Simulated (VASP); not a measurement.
Input of a VASP 6.6.1 run:

The input INCAR:

```
SYSTEM = Tl
PREC = Accurate
ENCUT = 520
EDIFF = 1E-6
ISMEAR = 0
SIGMA = 0.15
LREAL = .False.
LASPH = .True.
NELM = 100
ALGO = Fast
ISIF = 2
LWAVE = .False.
LCHARG = .False.
GGA = PE
NBANDS = 20
```

File KPOINTS:

```
regular mesh
0
Gamma
  18 18 10
  0 0 0
```

POSCAR

```
Tl
1.0
    3.3695983976      0.0000000000      0.0000000000
   -1.6847991988      2.9181578129      0.0000000000
    0.0000000000      0.0000000000      5.5250000000
Tl
2
Direct
    0.3333333333      0.6666666667      0.2500000000
    0.6666666667      0.3333333333      0.7500000000
```

Potentials or basis: VASP PAW PBE potentials, release 64 (Tl_d).

Command:

```console
$ cat potpaw_PBE.64/Tl_d/POTCAR > POTCAR
$ mpirun -np 1 vasp_std > vasp.out
```

(1) Estimate the pressure.

(2) Predict the band gap on the k mesh.

Answers

(1) 5.6 GPa.

(2) zero (bands 13 and 14 overlap by 5.90 eV).

Caveat: the cell differs from its parent crystal (strain -0.025 along x and y, +0.000 along z); the cell stands under pressure; spin-orbit coupling is left out, which moves the levels of the heavy elements.
